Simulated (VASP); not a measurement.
Runs of VASP 6.6.1 on Te2Pt (Moncheite). The structure is that of space group P-3m1 (No. 164), or close to it. The cells are those of the table. 

| level | cell | gap on the mesh (eV) | pressure (GPa) | largest force (eV/Å) |
| --- | --- | --- | --- | --- |
| RPBE | a = 4.056, b = 4.056, c = 8.748 Å, angles 90.0, 90.0, 120.0°, 3 atoms | (b) | -0.2 | 0.04 |
| RPBE | a = 4.010, b = 4.010, c = 5.201 Å, angles 90.0, 90.0, 120.0°, 3 atoms | none | 10.4 | 1.05 |
| BLYP | a = 4.010, b = 4.010, c = 5.201 Å, angles 90.0, 90.0, 120.0°, 3 atoms | none | 16.1 | 1.46 |
| revPBE | a = 4.101, b = 4.101, c = 5.580 Å, angles 90.0, 90.0, 120.0°, 3 atoms | none | -0.2 | 0.02 |
| revPBE | a = 4.010, b = 4.010, c = 5.201 Å, angles 90.0, 90.0, 120.0°, 3 atoms | none | (a) | 1.03 |

Alike in all rows: task single point; potentials or basis VASP PAW PBE potentials, release 64 (Pt, Te); no spin polarisation; k mesh 8 × 8 × 5; cutoff (eV) 500; smearing fermi-dirac 0.05 eV.

Question: Estimate the missing entries.

Answer: (a) 9.9; (b) 0.75.

Caveats: the PAW data sets were made with another functional, which shifts forces and pressure a little; spin-orbit coupling is left out, which moves the levels of the heavy elements.

A k mesh can miss the band edges, and the runs leave out spin-orbit coupling on Pt, Te.

A gap of «none» marks levels without a gap at the run's occupations.
